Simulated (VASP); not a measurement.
# Si: single point with LDA

Crystal: Si.

```
CELL_PARAMETERS angstrom
3.61815 0.00000 0.00000
-1.80908 3.13341 0.00000
0.00000 0.00000 6.94287
ATOMIC_POSITIONS crystal
Si 0.33333 0.66667 0.04395
Si 0.66667 0.33333 0.54395
Si 0.33333 0.66667 0.45605
Si 0.66667 0.33333 0.95605
```

This cell differs from its parent crystal: c/a of the conventional cell at fixed volume 1.9189.

* Program: VASP 6.6.1
* Task: single point
* Functional: LDA
* Potentials or basis: VASP PAW LDA potentials, release 64 (Si)
* Cutoff: 520 eV
* k mesh: 12 × 12 × 6
* Occupations: gaussian, width 0.03 eV
* Spin: no spin polarisation

The pressure is 10.7 GPa, the largest force is 2.304 eV/Å and the band gap on the k mesh is 0.17 eV, indirect (least direct gap 0.20 eV).

Forces in eV/Å, atoms in the order of the input:
```
Si   0.000  0.000  2.304
Si   0.000  0.000  2.304
Si   0.000  0.000 -2.304
Si   0.000  0.000 -2.304
```

Stress tensor (GPa, compression positive):
```
 21.21   0.00   0.00
  0.00  21.21   0.00
  0.00   0.00 -10.32
```

Levels at points of the mesh, in eV from the valence-band top:
```
           k point  band 4  band 5  band 6  band 7  band 8  band 9  band 10  band 11  band 12  band 13
(0.00, 0.00, 0.00)   -1.29   -1.29   -0.66   -0.66   -0.60    0.50     2.47     2.68     2.68     3.62
(0.50, 0.00, 0.00)   -7.20   -3.84   -3.05   -2.32   -2.15    0.56     1.75     1.80     3.55     3.55
(0.00, 0.00, 0.50)   -4.43   -1.00   -1.00   -1.00   -1.00    2.85     2.85     3.11     3.11     3.11
(0.50, 0.00, 0.50)   -7.82   -2.72   -2.72   -2.21   -2.21    0.50     0.50     1.07     1.07     6.25
```

Wall time 85 s on 1 thread of Intel Xeon 6975P-C (shared host), peak memory 0.2 GiB.

Caveat: forces of over 1 eV/Å act on the atoms, so gaps and moduli don't describe the material at rest. A k mesh can miss the band edges.
